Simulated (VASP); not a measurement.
A run of VASP 6.6.1 is set up as follows.

INCAR

```
PREC     = Accurate       # precision mode
ENCUT    = 520            # plane-wave cutoff, eV
EDIFF    = 1E-7           # SCF threshold, eV
ISMEAR   = 0              # smearing method
SIGMA    = 0.02           # smearing width, eV
LREAL    = False          # projectors in reciprocal space
LASPH    = True           # aspherical terms in the spheres
NELM     = 60             # most SCF steps
ALGO     = Normal         # electronic algorithm
ISIF     = 2              # what is computed and relaxed
LWAVE    = False          # write WAVECAR
LCHARG   = True           # write CHGCAR
LELF     = True           # ELF
LVHAR    = True         
NBANDS   = 29             # bands
```

KPOINTS

```
regular mesh
0
Gamma
  6 6 6
```

POSCAR

```
CsCdCl3
1.0
    5.4189030202      0.0000000000      0.0000000000
    0.0000000000      5.4189030202      0.0000000000
    0.0000000000      0.0000000000      4.9425581256
Cs Cd Cl
1 1 3
Direct
    0.0000000000      0.0000000000      0.0000000000
    0.5000000000      0.5000000000      0.5000000000
    0.0000000000      0.5000000000      0.5000000000
    0.5000000000      0.0000000000      0.5000000000
    0.5000000000      0.5000000000      0.0000000000
```

Potentials or basis: VASP PAW LDA potentials, release 64 (Cs_sv, Cd, Cl).

Launch:

```sh
$ cat potpaw_LDA.64/Cs_sv/POTCAR potpaw_LDA.64/Cd/POTCAR potpaw_LDA.64/Cl/POTCAR > POTCAR
$ mpirun -np 1 vasp_std > vasp.out
```

(1) Estimate the pressure.

(2) What does it give for the band gap on the k mesh?

Answers

(1) -2.2 GPa.

(2) 1.38 eV (least direct gap 2.00 eV).

Caveat: the cell differs from its parent crystal (biaxial strain in the a-b plane: +6.0 %, then relaxed in part); spin-orbit coupling is left out, which moves the levels of the heavy elements.
